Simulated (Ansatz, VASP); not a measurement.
## One calculation of ZnO, two programs

INCAR

```
PREC     = Accurate       # precision mode
ENCUT    = 520            # plane-wave cutoff, eV
EDIFF    = 1E-6           # SCF threshold, eV
ISMEAR   = 0              # smearing method
SIGMA    = 0.01           # smearing width, eV
LREAL    = F              # projectors in reciprocal space
LASPH    = T              # aspherical terms in the spheres
NELM     = 80             # most SCF steps
ALGO     = Normal         # electronic algorithm
ISIF     = 2              # what is computed and relaxed
LWAVE    = F              # write WAVECAR
LCHARG   = F              # write CHGCAR
GGA      = CA             # functional
NBANDS   = 26             # bands
```

The input KPOINTS:

```
regular mesh
0
Gamma
  8 8 4
```

File POSCAR:

```
ZnO
1.0
    3.1618046286      0.0000000000      0.0000000000
   -1.5809023143      2.7382031301      0.0000000000
    0.0000000000      0.0000000000      5.1129988516
Zn O
2 2
Direct
    0.3333333333      0.6666666667      0.5003524306
    0.6666666667      0.3333333333      0.0003524306
    0.6666666667      0.3333333333      0.3786575694
    0.3333333333      0.6666666667      0.8786575694
```

Input for Ansatz:

```yaml
crystal:
  lattice:
    - [3.16180462855, 0.0, 0.0]
    - [-1.58090231428, 2.73820313013, 0.0]
    - [0.0, 0.0, 5.11299885165]
  atoms:
    - { symbol: Zn, position: [0.333333333333, 0.666666666667, 0.500352430611] }
    - { symbol: Zn, position: [0.666666666667, 0.333333333333, 0.000352430611] }
    - { symbol: O, position: [0.666666666667, 0.333333333333, 0.378657569389] }
    - { symbol: O, position: [0.333333333333, 0.666666666667, 0.878657569389] }
kpoints:
  mp_grid: { grid: [8, 8, 4] }
scf:
  occupations: { method: fixed }
  convergence: { dr2_threshold: 1.0e-10 }
hamiltonian:
  xc: lda
  pseudopotentials: { kind: all_electron, lapw: { basis_error: 0.0005 } }
output:
  forces: true
  stress: true
  eigenstates:
    kpoints:
      - [0.0, 0.0, 0.0]
      - [0.0, 0.0, -0.5]
      - [-0.5, 0.0, 0.0]
      - [-0.5, 0.5, 0.0]
      - [0.0, -0.5, 0.0]
      - [-0.5, 0.0, -0.5]
      - [-0.5, 0.5, -0.5]
      - [0.0, -0.5, -0.5]
  eigenvalues: true
```

Alike in both runs: task single point; functional LDA; k mesh 8 × 8 × 4; no spin polarisation.

```csv
,VASP,Ansatz
version,VASP 6.6.1,Ansatz 0.2.0
potentials or method,"VASP PAW LDA potentials, release 64 (Zn, O), cutoff 520 eV","all-electron LAPW, scalar-relativistic"
occupations,"gaussian, width 0.01 eV",fixed
```

VASP gave:

```
gap on the k mesh at the Fermi level (eV) : 0.85
pressure (GPa)                            : 5.4
```

Question: Which values does Ansatz return?

Answer: gap on the k mesh at the Fermi level (eV): 0.85; pressure (GPa): 4.1.

LDA's correlation is that of Perdew and Zunger in VASP and of Perdew and Wang (1992) in Ansatz. Ansatz ran all-electron here, and VASP with PAW potentials.
